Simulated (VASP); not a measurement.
A run of VASP 6.6.1 is set up as follows.

Contents of INCAR:

```
SYSTEM = AlN
PREC     = Accurate       ! precision mode
ENCUT    = 600            ! plane-wave cutoff, eV
EDIFF    = 1E-6           ! SCF threshold, eV
ISMEAR   = 0              ! smearing method
SIGMA    = 0.01           ! smearing width, eV
LREAL    = .False.        ! projectors in reciprocal space
LASPH    = .True.         ! aspherical terms in the spheres
NELM     = 120            ! most SCF steps
ALGO     = Normal         ! electronic algorithm
ISIF     = 2              ! what is computed and relaxed
LWAVE    = .False.        ! write WAVECAR
LCHARG   = .True.         ! write CHGCAR
LELF     = .True.         ! ELF
LVHAR    = .True.       
NBANDS   = 11             ! bands
GGA_COMPAT= .False.
```

The input KPOINTS:

```
regular mesh
0
Gamma
  8 8 8
  0 0 0
```

File POSCAR:

```
AlN
1.0
    0.0000000000      2.0139111608      2.0139111608
    2.0139111608      0.0000000000      2.0139111608
    2.0139111608      2.0139111608      0.0000000000
Al N
1 1
Direct
    0.0000000000      0.0000000000      0.0000000000
    0.5000000000      0.5000000000      0.5000000000
```

Potentials or basis: VASP PAW LDA potentials, release 64 (Al, N).

Command:

```bash
$ cat potpaw_LDA.64/Al/POTCAR potpaw_LDA.64/N/POTCAR > POTCAR
$ mpirun -np 1 vasp_std > vasp.out
```

Q: Predict the pressure.

A: -2.9 GPa.

Q: What does it give for the band gap on the k mesh?

A: 4.57 eV, indirect (least direct gap 5.94 eV).

A k mesh can miss the band edges.
